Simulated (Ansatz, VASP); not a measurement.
Given: the input of a run of Ansatz 0.2.0 on TiB2.

Contents of input.yaml:

```yaml
crystal:
  lattice:
    - [3.0886111617, 0.0, 0.0]
    - [-1.5443055808, 2.6748157284, 0.0]
    - [0.0, 0.0, 3.2917180359]
  atoms:
    - { symbol: Ti, position: [0.0, 0.0, 0.0] }
    - { symbol: B, position: [0.6666666667, 0.3333333333, 0.5] }
    - { symbol: B, position: [0.3333333333, 0.6666666667, 0.5] }
hamiltonian:
  xc: lda
  pseudopotentials: { kind: paw }
kpoints:
  mp_grid: { grid: [10, 10, 8] }
scf:
  occupations: { method: fermi_dirac, width: 0.05 }
output:
  forces: true
  stress: true
  eigenvalues: true
```

Potentials or basis: Ansatz PAW.

Run with:

```bash
$ ansatz run input.yaml --threads 2 --pin off --max-ram 5632MiB --backend cpu --events-out ev --progress --plain --runs-dir out
```

Task: Set up the same calculation for VASP 6.6.1. Potentials there: VASP PAW LDA potentials, release 64 (Ti_sv, B).

Result: As run (the cutoff follows the program's own potentials):

The input INCAR:

```
  PREC = Accurate
  ENCUT = 520
  EDIFF = 1E-6
  ISMEAR = -1
  SIGMA = 0.05
  LREAL = F
  LASPH = T
  NELM = 60
  ALGO = Normal
  ISIF = 2
  LWAVE = F
  LCHARG = F
  GGA = CA
  NBANDS = 16
```

File KPOINTS:

```
Automatic mesh
0
Gamma
  10 10 8
```

File POSCAR:

```
TiB2
1.0
    3.0886111617      0.0000000000      0.0000000000
   -1.5443055808      2.6748157284      0.0000000000
    0.0000000000      0.0000000000      3.2917180359
Ti B
1 2
Direct
    0.0000000000      0.0000000000      0.0000000000
    0.6666666667      0.3333333333      0.5000000000
    0.3333333333      0.6666666667      0.5000000000
```

Potentials or basis: VASP PAW LDA potentials, release 64 (Ti_sv, B).

Run with:

```console
$ cat potpaw_LDA.64/Ti_sv/POTCAR potpaw_LDA.64/B/POTCAR > POTCAR
$ mpirun -np 1 vasp_std > vasp.out
```

Both were run:

|  | VASP | Ansatz | Ansatz less VASP |
| --- | --- | --- | --- |
| gap on the k mesh at the Fermi level (eV) | none | none | - |
| pressure (GPa) | -23.0 | -23.4 | -0.45 |
| traceless stress, the component that is largest in VASP (GPa) | 1.28 | 1.28 | +0.004 |

LDA's correlation is that of Perdew and Zunger in VASP and of Perdew and Wang (1992) in Ansatz. A gap of «none» marks a metal or a gap that the smearing closes.
